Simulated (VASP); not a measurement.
## Al3Cu: single point with PBEsol

Al3Cu:

```
Al Cu
1.0
     2.75189    0.00000    0.00000
     0.00000    2.75189    0.00000
     0.00000    0.00000    7.62563
Al Cu
3 1
Direct
  0.00000 0.00000 0.50000
  0.50000 0.50000 0.22264
  0.50000 0.50000 0.77736
  0.00000 0.00000 0.00000
```

This cell differs from its parent crystal: biaxial strain in the a-b plane: -1.0 %, then relaxed in part.

```json
{
 "Program": "VASP 6.6.1",
 "Task": "single point",
 "Functional": "PBEsol",
 "Potentials or basis": "VASP PAW PBE potentials, release 64 (Al, Cu)",
 "Cutoff": "520 eV",
 "k mesh": "18 × 18 × 8",
 "Occupations": "gaussian, width 0.1 eV",
 "Spin": "no spin polarisation",
 "Dipole correction": "no",
 "Further INCAR settings": "ALGO = Fast; EDIFF = 1e-06; NBANDS = 18"
}
```

```
Pressure               : 1.9 GPa
Largest force          : 0.022 eV/Å
Band gap on the k mesh : zero (bands 10 and 11 overlap by 5.81 eV)
```

Forces in eV/Å, atoms in the order of the input:
```
Al   0.000  0.000  0.000
Al   0.000  0.000  0.022
Al   0.000  0.000 -0.022
Cu   0.000  0.000  0.000
```

Stress tensor (GPa, compression positive):
```
2.69 0.00 0.00
0.00 2.69 0.00
0.00 0.00 0.19
```

Levels at points of the mesh, in eV from the Fermi level:
```
           k point  band 7  band 8  band 9  band 10  band 11  band 12  band 13  band 14
(0.00, 0.00, 0.00)   -3.69   -3.28   -2.02     0.30     6.47     6.88     6.88     7.98
(0.50, 0.00, 0.00)   -3.76   -3.75   -3.58    -2.44    -1.88     2.52     3.78     3.86
(0.50, 0.50, 0.00)   -2.50   -0.42   -0.31     0.15     0.15     0.49     0.49     0.73
(0.00, 0.00, 0.50)   -3.69   -3.66   -3.28     3.80     5.34     6.45     7.43     7.43
(0.50, 0.00, 0.50)   -3.76   -3.58   -2.66    -1.12    -1.08     0.02     0.72     8.47
(0.50, 0.50, 0.50)   -1.80   -1.65   -1.65    -0.48    -0.46     0.67     1.76     3.27
```

It took 2.6 min on 1 thread of AMD EPYC 9R45 96-Core Processor (Zen 5), with other jobs on the host, peak memory 0.34 GiB.

Caveat: the cell differs from its parent crystal (biaxial strain in the a-b plane: -1.0 %, then relaxed in part); the PAW data sets were made with another functional, which shifts forces and pressure a little.
